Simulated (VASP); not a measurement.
A run of VASP 6.6.1:

INCAR

```
SYSTEM = GaRe2Sb3
PREC = Accurate ; ENCUT = 520
EDIFF = 1E-6 ; ISMEAR = 0
SIGMA = 0.1 ; LREAL = .FALSE.
LASPH = .TRUE. ; NELM = 100
ALGO = Normal ; ISIF = 2
LWAVE = .FALSE. ; LCHARG = .TRUE.
GGA = PE ; LELF = .TRUE.
LVHAR = .TRUE. ; NBANDS = 30
```

KPOINTS

```
Automatic mesh
0
G
  6 6 2
  0 0 0
```

File POSCAR:

```
GaRe2Sb3
1.0
    4.6386315800      0.0000000000      0.0000000000
   -2.3193157900      4.0171727900      0.0000000000
    0.0000000000      0.0000000000      8.1823133800
Ga Re Sb
1 2 3
Direct
    0.0000000000      0.0000000000      0.0000000000
    0.3333333300      0.6666666700      0.5000000000
    0.6666666700      0.3333333300      0.5000000000
    0.3333333300      0.6666666700      0.0000000000
    0.6666666700      0.3333333300      0.0000000000
    0.0000000000      0.0000000000      0.5000000000
```

Potentials or basis: VASP PAW PBE potentials, release 64 (Ga_d, Re, Sb).

Launch:

```sh
$ cat potpaw_PBE.64/Ga_d/POTCAR potpaw_PBE.64/Re/POTCAR potpaw_PBE.64/Sb/POTCAR > POTCAR
$ mpirun -np 1 vasp_std > vasp.out
```

Hardware: 1 thread of Oxide Virtual Turin-like Processor, with other jobs on the host.

How long does it take, and how much memory?

Run time: 2 min on 1 thread of Oxide Virtual Turin-like Processor, with other jobs on the host, peak memory 0.27 GiB. Counts: scf iterations 15, k points 14.
